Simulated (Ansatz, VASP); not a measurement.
**Two plane-wave programs on Si8NO14**

```
Si O N
1.0
    -4.16930   -4.16930    0.00000
     4.16930   -4.16930    0.00000
     0.00000    0.00000    5.33040
Si O N
8 14 1
Direct
  0.49953 0.49972 0.00109
  0.99954 0.48587 0.25153
  0.49952 0.49971 0.50198
  0.99952 0.53296 0.75154
  0.99953 0.98592 0.00655
  0.49954 0.00683 0.25154
  0.99953 0.98594 0.49652
  0.49954 0.00209 0.75154
  0.19254 0.48869 0.99997
  0.99952 0.18503 0.25152
  0.80651 0.48872 0.99998
  0.99956 0.79426 0.25154
  0.19254 0.48867 0.50311
  0.80650 0.48871 0.50309
  0.69299 0.00656 0.00272
  0.49951 0.69595 0.25154
  0.30607 0.00656 0.00271
  0.49952 0.30941 0.25153
  0.69299 0.00657 0.50036
  0.49952 0.69496 0.75154
  0.30607 0.00655 0.50037
  0.49952 0.30692 0.75155
  0.99953 0.81831 0.75152
```

Alike in both runs: functional LDA; k mesh 2 × 2 × 2; occupations gaussian, width 0.05 eV; collinear spin.

Ansatz relaxed the structure, and its values are those at the end. VASP's run is a single point on that final structure, the one shown.

|  | VASP | Ansatz |
| --- | --- | --- |
| version | VASP 6.6.1 | Ansatz 0.2.0 |
| potentials or method | VASP PAW LDA potentials, release 64 (Si, O, N), cutoff 520 eV | scalar-relativistic, plane waves, PAW |
| valence electrons in the cell | 121 | 121 |

Ansatz gave:

```
rms of the force components (eV/Å) : 0.004
net moment per atom (μB)           : 0.00
```

Q: What did VASP give for the same quantities?

A: rms of the force components (eV/Å): 0.021; net moment per atom (μB): 0.00.

Ansatz warns that its potentials were made for another functional, while VASP's fit it. LDA's correlation is that of Perdew and Zunger in VASP and of Perdew and Wang (1992) in Ansatz. Ansatz's warnings: filled band counts differ across k points, seeded moment not kept.

The k mesh is coarse, so the values compare programs but aren't converged.
